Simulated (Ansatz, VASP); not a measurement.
# Two plane-wave programs on MgF2

The input POSCAR:

```
MgF2
1.0
    4.8068966344      0.0000000000      0.0000000000
    0.0000000000      4.8068966344      0.0000000000
    0.0000000000      0.0000000000      3.1679562299
Mg F
2 4
Direct
    0.0000000000      0.0000000000      0.0000000000
    0.5000000000      0.5000000000      0.5000000000
    0.3061403296      0.3061403296      0.0000000000
    0.1938596704      0.8061403296      0.5000000000
    0.8061403296      0.1938596704      0.5000000000
    0.6938596704      0.6938596704      0.0000000000
```

Contents of INCAR.step1:

```
SYSTEM = MgF2
PREC = Accurate ; ENCUT = 520
EDIFF = 1E-5 ; ISMEAR = 0
SIGMA = 0.01 ; LREAL = .FALSE.
LASPH = .TRUE. ; NELM = 120
ALGO = Normal ; ISIF = 2
LWAVE = .TRUE. ; GGA = PE
NBANDS = 25 ; GGA_COMPAT = .FALSE.
KPAR = 4
```

INCAR.step2

```
SYSTEM = MgF2
PREC = Accurate ; ENCUT = 520
EDIFF = 1E-6 ; ISMEAR = 0
SIGMA = 0.01 ; LREAL = .FALSE.
LASPH = .TRUE. ; NELM = 120
ALGO = Normal ; ISIF = 2
LWAVE = .FALSE. ; LCHARG = .TRUE.
GGA = PE ; LHFCALC = .TRUE.
HFSCREEN = 0.2079 ; PRECFOCK = Normal
LVHAR = .TRUE. ; ISTART = 1
NBANDS = 25 ; GGA_COMPAT = .FALSE.
KPAR = 4
```

KPOINTS

```
Automatic mesh
0
G
  4 4 6
  0 0 0
```

Input for Ansatz:

```yaml
crystal:
  lattice:
    - [4.8068966344, 0.0, 0.0]
    - [0.0, 4.8068966344, 0.0]
    - [0.0, 0.0, 3.1679562299]
  atoms:
    - { symbol: Mg, position: [0.0, 0.0, 0.0] }
    - { symbol: Mg, position: [0.5, 0.5, 0.5] }
    - { symbol: F, position: [0.3061403296, 0.3061403296, 0.0] }
    - { symbol: F, position: [0.1938596704, 0.8061403296, 0.5] }
    - { symbol: F, position: [0.8061403296, 0.1938596704, 0.5] }
    - { symbol: F, position: [0.6938596704, 0.6938596704, 0.0] }
kpoints:
  mp_grid: { grid: [4, 4, 6] }
  band_path:
    path:
      - [0.0, 0.0, 0.0]
      - [0.0, 0.5, 0.0]
      - [0.5, 0.5, 0.0]
      - [0.0, 0.0, 0.5]
      - [0.0, 0.5, 0.5]
      - [0.5, 0.5, 0.5]
    npoints: 1
hamiltonian:
  xc: hse06
scf:
  occupations: { method: fixed }
  n_extra_bands: 5
output:
  forces: true
  stress: true
  eigenvalues: true
```

Change from the starting cell: hydrostatic strain +4.0%.

Alike in both runs: task single point; functional HSE06; k mesh 4 × 4 × 6; no spin polarisation.

|  | VASP | Ansatz |
| --- | --- | --- |
| version | VASP 6.6.1 | Ansatz 0.2.0 |
| potentials or method | VASP PAW PBE potentials, release 64 (Mg, F) | plane waves, PAW |
| plane-wave cutoff (eV) | 520 | 420 |
| occupations | gaussian, width 0.01 eV | fixed |
| valence electrons in the cell | 32 | 48 |

|  | VASP | Ansatz | Ansatz less VASP |
| --- | --- | --- | --- |
| gap on the k mesh at the Fermi level (eV) | 8.60 | 8.66 | +0.063 |
| pressure (GPa) | -9.0 | -8.6 | +0.43 |
| traceless stress, the component that is largest in VASP (GPa) | -1.23 | -1.22 | +0.004 |
| rms of the force components (eV/Å) | 0.008 | 0.010 | +0.0020 |

Atom by atom the forces differ by 0.002 eV/Å (rms over components). VASP's potentials hold 32 valence electrons a cell and Ansatz's 48, so a difference there can come from the potentials and not from the codes. Ansatz's warnings: stress exchange threshold loose, stress scf threshold loose.
